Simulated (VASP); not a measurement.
Here is a VASP 6.6.1 calculation.

INCAR

```
SYSTEM = Bi
  PREC = Accurate
  ENCUT = 520
  EDIFF = 1E-6
  ISMEAR = -1
  SIGMA = 0.1
  LREAL = .FALSE.
  LASPH = .TRUE.
  NELM = 60
  ALGO = Normal
  ISIF = 2
  LWAVE = .FALSE.
  LCHARG = .FALSE.
  GGA = PS
  NBANDS = 22
```

Contents of KPOINTS:

```
Automatic mesh
0
G
  10 10 6
  0 0 0
```

File POSCAR:

```
Bi
1.0
    3.4853604170      0.0000000000      0.0000000000
   -1.7426802085      3.0184106625      0.0000000000
    0.0000000000      0.0000000000      5.7153598416
Bi
2
Direct
    0.3333333333      0.6666666667      0.2500000000
    0.6666666667      0.3333333333      0.7500000000
```

Potentials or basis: VASP PAW PBE potentials, release 64 (Bi_d).

Launch:

```console
$ cat potpaw_PBE.64/Bi_d/POTCAR > POTCAR
$ mpirun -np 1 vasp_std > vasp.out
```

**Question.** Predict the pressure.

**Answer.** -0.1 GPa.

**Question.** Predict the band gap on the k mesh.

**Answer.** Zero (bands 15 and 16 overlap by 6.90 eV).

Caveat: the PAW data sets were made with another functional, which shifts forces and pressure a little; spin-orbit coupling is left out, which moves the levels of the heavy elements.
